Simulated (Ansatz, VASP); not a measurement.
**Two plane-wave programs on SnO**

```
CELL_PARAMETERS angstrom
3.89705 0.00000 0.00000
0.00000 3.89705 0.00000
0.00000 0.00000 4.71510
ATOMIC_POSITIONS crystal
Sn 0.00000 0.50000 0.23850
Sn 0.50000 0.00000 0.76150
O 0.00000 0.00000 0.00000
O 0.50000 0.50000 0.00000
```

Change from the starting cell: strain +0.025 along x and y, -0.025 along z, atoms carried along.

Alike in both runs: task single point; functional PBEsol; dispersion D3(BJ); k mesh 12 × 12 × 10; occupations gaussian, width 0.15 eV; no spin polarisation.

|  | VASP | Ansatz |
| --- | --- | --- |
| version | VASP 6.6.1 | Ansatz 0.2.0 |
| potentials or method | VASP PAW PBE potentials, release 64 (Sn_d, O), cutoff 520 eV | scalar-relativistic, plane waves, PAW |
| valence electrons in the cell | 40 | 40 |

Ansatz gave:

- gap on the k mesh at the Fermi level (eV): 0.29
- least direct gap on the mesh (eV): 1.86
- pressure (GPa): -4.9
- traceless stress, the component that is largest in VASP (GPa): 2.36
- rms of the force components (eV/Å): 0.021

Question: What did VASP give for the same quantities?

Answer: gap on the k mesh at the Fermi level (eV): 0.30; least direct gap on the mesh (eV): 1.85; pressure (GPa): -4.7; traceless stress, the component that is largest in VASP (GPa): 2.35; rms of the force components (eV/Å): 0.011.

VASP's potentials were made for PBE, not for PBEsol. Atom by atom the forces differ by 0.032 eV/Å (rms over components).
